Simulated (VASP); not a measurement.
# SnO2 (R-3m) in VASP: a series of runs, part 2 of 2

VASP 6.6.1.

### 3 Single point, PBEsol

Contents of INCAR:

```
PREC     = Accurate       # precision mode
ENCUT    = 520            # plane-wave cutoff, eV
EDIFF    = 1E-7           # SCF threshold, eV
ISMEAR   = 0              # smearing method
SIGMA    = 0.05           # smearing width, eV
LREAL    = F              # projectors in reciprocal space
LASPH    = T              # aspherical terms in the spheres
NELM     = 60             # most SCF steps
ALGO     = Normal         # electronic algorithm
ISIF     = 2              # what is computed and relaxed
LWAVE    = F              # write WAVECAR
LCHARG   = T              # write CHGCAR
GGA      = PS             # functional
LELF     = T              # ELF
LVHAR    = T            
NBANDS   = 20             # bands
```

Contents of KPOINTS:

```
Automatic mesh
0
Gamma
  12 12 12
```

Contents of POSCAR:

```
SnO2
1.0
    1.5909868438      0.9185566825      4.3707741283
   -1.5909868438      0.9185566825      4.3707741283
    0.0000000000     -1.8371133651      4.3707741283
Sn O
1 2
Direct
    0.5000000000      0.5000000000      0.5000000000
    0.2350891156      0.2350891156      0.2350891156
    0.7649108844      0.7649108844      0.7649108844
```

Potentials or basis: VASP PAW PBE potentials, release 64 (Sn_d, O).

The run is started by

```bash
$ cat potpaw_PBE.64/Sn_d/POTCAR potpaw_PBE.64/O/POTCAR > POTCAR
$ mpirun -np 1 vasp_std > vasp.out
```

OUTCAR:

```text
PREC = Accurate
   ENCUT = 520
   EDIFF = 1E-7
   ISMEAR = 0
   LREAL = F
   LASPH = T
   NELM = 60
   ISIF = 2
   GGA = PS

 ion  position               nearest neighbor table
   1  0.500  0.500  0.500-   2 2.04   3 2.04   2 2.04   2 2.04   3 2.04   3 2.04
   2  0.235  0.235  0.235-   1 2.04   1 2.04   1 2.04
   3  0.765  0.765  0.765-   1 2.04   1 2.04   1 2.04

  LATTYP: Found a trigonal (rhomboedric) cell.
 ALAT       =     4.7411656791
[... 746 lines left out ...]

  FORCE on cell =-STRESS in cart. coord.  units (eV):
  Direction    XX          YY          ZZ          XY          YZ          ZX
  --------------------------------------------------------------------------------------
  -------------------------------------------------------------------------------------
  Total        3.8757029      3.8757029      2.8405303      0.0000000     -0.0000000      0.0000000
  in kB      162.0238314    162.0238314    118.7484215      0.0000000     -0.0000000      0.0000000
  external PRESSURE =     147.5986948 kB  Pullay stress =       0.0000000 kB

 VOLUME and BASIS-vectors are now :
 -----------------------------------------------------------------------------
  energy-cutoff  :      520.00
  volume of cell :       38.32
      direct lattice vectors                 reciprocal lattice vectors
     1.590986844  0.918556682  4.370774128     0.314270355  0.181444074  0.076264141
    -1.590986844  0.918556682  4.370774128    -0.314270355  0.181444074  0.076264141
     0.000000000 -1.837113365  4.370774128     0.000000000 -0.362888148  0.076264141

 POSITION                                       TOTAL-FORCE (eV/Angst)
 -----------------------------------------------------------------------------------
      0.00000     -0.00000      6.55616         0.000000      0.000000      0.000000
      0.00000     -0.00000      3.08256         0.000000     -0.000000      1.705706
      0.00000     -0.00000     10.02976         0.000000      0.000000     -1.705706
 -----------------------------------------------------------------------------------
    total drift:                                0.000000      0.000000      0.000000

  FREE ENERGIE OF THE ION-ELECTRON SYSTEM (eV)
  ---------------------------------------------------
  free  energy   TOTEN  =       -19.1303477049 eV

  energy  without entropy=      -19.1303477049  energy(sigma->0) =      -19.13034770
```

OSZICAR:

```text
N       E                     dE             d eps       ncg     rms          rms(c)
DAV:   1     0.254329646175E+03    0.25433E+03   -0.14057E+04  8048   0.198E+03
DAV:   2     0.571305638398E+01   -0.24862E+03   -0.23447E+03  8132   0.495E+02
DAV:   3    -0.212814556513E+02   -0.26995E+02   -0.26753E+02  8904   0.140E+02
DAV:   4    -0.219903265668E+02   -0.70887E+00   -0.70830E+00  8344   0.240E+01
DAV:   5    -0.220042890782E+02   -0.13963E-01   -0.13962E-01  9164   0.358E+00    0.109E+01
DAV:   6    -0.191706736689E+02    0.28336E+01   -0.97362E+00 11112   0.549E+01    0.458E+00
DAV:   7    -0.191594044749E+02    0.11269E-01   -0.59022E-01  7900   0.602E+00    0.220E+00
DAV:   8    -0.191319643979E+02    0.27440E-01   -0.59934E-02  8380   0.278E+00    0.452E-01
DAV:   9    -0.191298990678E+02    0.20653E-02   -0.93700E-03 11052   0.195E+00    0.819E-02
DAV:  10    -0.191303035913E+02   -0.40452E-03   -0.14251E-03  7868   0.299E-01    0.307E-02
DAV:  11    -0.191303470342E+02   -0.43443E-04   -0.52539E-05  9484   0.580E-02    0.108E-02
DAV:  12    -0.191303475201E+02   -0.48589E-06   -0.24520E-06  8420   0.248E-02    0.337E-03
DAV:  13    -0.191303477359E+02   -0.21586E-06   -0.10525E-06  7872   0.160E-02    0.109E-03
DAV:  14    -0.191303477049E+02    0.31032E-07   -0.17331E-07  7724   0.570E-03
   1 F= -.19130348E+02 E0= -.19130348E+02  d E =-.460296E-14
```

Wall time 5.5 min (1 thread of Intel Xeon Platinum 8259CL at 2.50GHz (Skylake/Cascade Lake), shared host); peak memory 0.29 GiB.

Results:

- Free energy: -19.1303 eV
- Pressure: 14.8 GPa
- Largest force: 1.706 eV/Å
- Band gap on the k mesh: 2.28 eV, indirect (least direct gap 2.55 eV)

Forces on the atoms (eV/Å):
```
Sn   0.000  0.000  0.000
O    0.000  0.000  1.706
O    0.000  0.000 -1.706
```

Stress tensor (GPa, compression positive):
```
16.20  0.00  0.00
 0.00 16.20  0.00
 0.00  0.00 11.87
```

Caveat: the PAW data sets were made with another functional, which shifts forces and pressure a little; spin-orbit coupling is left out, which moves the levels of the heavy elements. A k mesh can miss the band edges.

### 4 Single point, PBEsol

Contents of INCAR:

```
SYSTEM = SnO2
  PREC = Accurate
  ENCUT = 520
  EDIFF = 1E-6
  ISMEAR = 0
  SIGMA = 0.05
  LREAL = .FALSE.
  LASPH = .TRUE.
  NELM = 100
  ALGO = Normal
  ISIF = 2
  LWAVE = .FALSE.
  LCHARG = .FALSE.
  GGA = PS
  NBANDS = 20
```

Contents of KPOINTS:

```
Automatic mesh
0
G
  12 12 12
  0 0 0
```

Contents of POSCAR:

```
SnO2
1.0
    1.5909868438      0.9185566825      4.3707741283
   -1.5909868438      0.9185566825      4.3707741283
    0.0000000000     -1.8371133651      4.3707741283
Sn O
1 2
Direct
    0.5000000000      0.5000000000      0.5000000000
    0.2287404228      0.2287404228      0.2287404228
    0.7712595772      0.7712595772      0.7712595772
```

The run is started by

```bash
$ cat potpaw_PBE.64/Sn_d/POTCAR potpaw_PBE.64/O/POTCAR > POTCAR
$ mpirun -np 1 vasp_std > vasp.out
```

Wall time 5.1 min (1 thread of Intel Xeon Platinum 8259CL at 2.50GHz (Skylake/Cascade Lake), shared host); peak memory 0.29 GiB.

The run converged. Its results:

- Free energy: -18.7290 eV
- Pressure: 25.4 GPa
- Largest force: 3.130 eV/Å
- Band gap on the k mesh: 2.46 eV, indirect (least direct gap 3.13 eV)

Forces in eV/Å, atoms in the order of the input:
```
Sn   0.000  0.000  0.000
O    0.000  0.000  3.130
O    0.000  0.000 -3.130
```

Stress tensor (GPa, compression positive):
```
28.31  0.00  0.00
 0.00 28.31  0.00
 0.00  0.00 19.67
```

Levels at points of the mesh, in eV from the valence-band top:
```
           k point  band 9  band 10  band 11  band 12  band 13  band 14  band 15  band 16  band 17  band 18
(0.00, 0.00, 0.00)   -1.76    -1.76    -1.31    -1.31    -0.67     2.46     6.46    11.53    11.53    12.03
(0.50, 0.00, 0.00)   -4.59    -4.16    -1.34    -0.78    -0.45     6.71     8.50     9.56    12.68    14.39
(0.50, 0.50, 0.00)   -4.93    -4.27    -0.87    -0.28    -0.12     6.34     7.28    10.57    11.88    14.51
(0.50, 0.50, 0.50)   -2.09    -1.84    -1.84    -1.26    -1.26     4.01     6.43    11.88    11.88    12.14
```

Caveat: the PAW data sets were made with another functional, which shifts forces and pressure a little; spin-orbit coupling is left out, which moves the levels of the heavy elements. PBEsol gaps usually lie below the measured ones, often by a third to a half.

### 5 Single point, PBEsol

Contents of INCAR:

```
ALGO = Normal
EDIFF = 1E-6
ENCUT = 520
GGA = PS
ISIF = 2
ISMEAR = 0
LASPH = T
LCHARG = T
LELF = T
LREAL = F
LVHAR = T
LWAVE = F
NBANDS = 20
NELM = 80
PREC = Accurate
SIGMA = 0.05
```

Contents of KPOINTS:

```
k-points
0
Gamma
  12 12 12
```

Contents of POSCAR:

```
SnO2
1.0
    1.5909868438      0.9185566825      4.3707741283
   -1.5909868438      0.9185566825      4.3707741283
    0.0000000000     -1.8371133651      4.3707741283
Sn O
1 2
Direct
    0.5000000000      0.5000000000      0.5000000000
    0.2414378084      0.2414378084      0.2414378084
    0.7585621916      0.7585621916      0.7585621916
```

The run is started by

```bash
$ cat potpaw_PBE.64/Sn_d/POTCAR potpaw_PBE.64/O/POTCAR > POTCAR
$ mpirun -np 1 vasp_std > vasp.out
```

It took 5.5 min on 1 thread of Intel Xeon Platinum 8259CL at 2.50GHz (Skylake/Cascade Lake), shared host; peak memory 0.29 GiB.

Results (log left out):

```yaml
Free_energy: -19.3019 eV
Pressure: 5.7 GPa
Largest_force: 0.371 eV/Å
Band_gap_on_the_k_mesh: 1.98 eV, indirect (least direct gap 2.03 eV)
```

Forces in eV/Å, atoms in the order of the input:
```
Sn   0.000  0.000  0.000
O    0.000  0.000  0.371
O    0.000  0.000 -0.371
```

Stress tensor (GPa, compression positive):
```
6.89 0.00 0.00
0.00 6.89 0.00
0.00 0.00 3.25
```

Levels at points of the mesh, in eV from the valence-band top:
```csv
k point,band 11,band 12,band 13,band 14,band 15,band 16
"(0.00, 0.00, 0.00)",-1.09,-1.09,-0.05,1.98,5.65,11.13
"(0.50, 0.00, 0.00)",-1.83,-0.93,-0.79,5.78,8.01,10.18
"(0.50, 0.50, 0.00)",-1.17,-0.48,0.00,5.27,6.94,11.20
"(0.50, 0.50, 0.50)",-1.63,-0.97,-0.97,3.75,5.91,11.51
```

Caveat: the PAW data sets were made with another functional, which shifts forces and pressure a little; spin-orbit coupling is left out, which moves the levels of the heavy elements. A k mesh can miss the band edges.

### 6 Single point, PBEsol

Contents of INCAR:

```
SYSTEM = SnO2
PREC = Accurate ; ENCUT = 520
EDIFF = 1E-6 ; ISMEAR = 0
SIGMA = 0.05 ; LREAL = .FALSE.
LASPH = .TRUE. ; NELM = 80
ALGO = Normal ; ISIF = 2
LWAVE = .FALSE. ; LCHARG = .TRUE.
GGA = PS ; LELF = .TRUE.
LVHAR = .TRUE. ; NBANDS = 20
```

Contents of KPOINTS:

```
regular mesh
0
G
  12 12 12
  0 0 0
```

Contents of POSCAR:

```
SnO2
1.0
    1.5909868438      0.9185566825      4.3707741283
   -1.5909868438      0.9185566825      4.3707741283
    0.0000000000     -1.8371133651      4.3707741283
Sn O
1 2
Direct
    0.5000000000      0.5000000000      0.5000000000
    0.2541351940      0.2541351940      0.2541351940
    0.7458648060      0.7458648060      0.7458648060
```

Potentials or basis: VASP PAW PBE potentials, release 64 (Sn_d, O).

The run is started by

```bash
$ cat potpaw_PBE.64/Sn_d/POTCAR potpaw_PBE.64/O/POTCAR > POTCAR
$ mpirun -np 1 vasp_std > vasp.out
```

Wall time 5.8 min (1 thread of Intel Xeon Platinum 8259CL at 2.50GHz (Skylake/Cascade Lake), shared host); peak memory 0.29 GiB.

Results (log left out):

* Free energy: -19.0174 eV
* Pressure: -7.7 GPa
* Largest force: 2.019 eV/Å
* Band gap on the k mesh: 1.24 eV, direct

Forces in eV/Å, atoms in the order of the input:
```
Sn   0.000  0.000  0.000
O    0.000  0.000 -2.019
O    0.000  0.000  2.019
```

Stress tensor (GPa, compression positive):
```
 -4.30   0.00   0.00
  0.00  -4.30   0.00
  0.00   0.00 -14.62
```

Levels at points of the mesh, in eV from the valence-band top:
```tsv
k point	band 9	band 10	band 11	band 12	band 13	band 14	band 15	band 16	band 17	band 18
(0.00, 0.00, 0.00)	-1.20	-1.20	-1.06	-1.06	0.00	1.24	5.19	10.65	10.65	13.37
(0.50, 0.00, 0.00)	-4.37	-2.58	-2.45	-1.39	-1.15	4.66	6.99	9.69	11.22	11.37
(0.50, 0.50, 0.00)	-5.00	-3.02	-1.40	-0.57	-0.08	3.97	5.77	10.32	10.44	11.03
(0.50, 0.50, 0.50)	-2.06	-1.51	-1.51	-0.80	-0.80	3.47	5.34	11.08	11.08	14.55
```

Caveat: the PAW data sets were made with another functional, which shifts forces and pressure a little; spin-orbit coupling is left out, which moves the levels of the heavy elements. A hybrid or GW would open this gap; PBEsol tends to underestimate it.
